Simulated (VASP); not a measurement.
# Hg: electric field gradients with PBE

Hg:

```
Hg
1.0
     1.69498    0.97860    2.18878
    -1.69498    0.97860    2.18878
     0.00000   -1.95720    2.18878
Hg
1
Direct
  0.00000 0.00000 0.00000
```

| Item | Value |
| --- | --- |
| Program | VASP 6.6.1 |
| Task | electric field gradients |
| Functional | PBE |
| Potentials or basis | VASP PAW PBE potentials, release 64 (Hg) |
| Cutoff | 520 eV |
| k mesh | 12 × 12 × 12 |
| Occupations | fermi-dirac, width 0.03 eV |
| Spin | no spin polarisation |
| Dipole correction | no |
| Further INCAR settings | ALGO = Normal; EDIFF = 1e-08; NBANDS = 12 |

```
Pressure                                : 11.0 GPa
Band gap on the k mesh                  : zero (bands 6 and 7 overlap by 3.56 eV)
Largest electric field gradient by atom : Hg -168.7 V/Å²
```

Stress tensor (GPa, compression positive):
```
 9.97  0.00  0.00
 0.00  9.97  0.00
 0.00  0.00 13.17
```

Levels at points of the mesh, in eV from the Fermi level:
```tsv
k point	band 4	band 5	band 6	band 7	band 8	band 9
(0.00, 0.00, 0.00)	-6.61	-6.41	-6.41	12.43	13.15	13.15
(0.50, 0.00, 0.00)	-6.47	-6.03	-2.36	-2.06	12.70	13.16
(0.50, 0.50, 0.00)	-6.09	-5.50	-0.35	1.11	4.82	10.32
(0.50, 0.50, 0.50)	-5.61	-5.61	-0.39	1.61	9.82	9.82
```

Electric field gradients, principal values (V/Å²):
```
atom   least  middle  greatest (by size)
1 Hg  84.367  84.367            -168.733
```

It took 17 s on 1 thread of Intel(R) Xeon(R) Platinum 8488C (Sapphire Rapids), with other jobs on the host, peak memory 0.17 GiB.

Caveat: the cell stands under pressure; without QUAD_EFG the Cq values of the log hold for a quadrupole moment of 1 mb, not for the nuclei; spin-orbit coupling is left out, which moves the levels of the heavy elements.
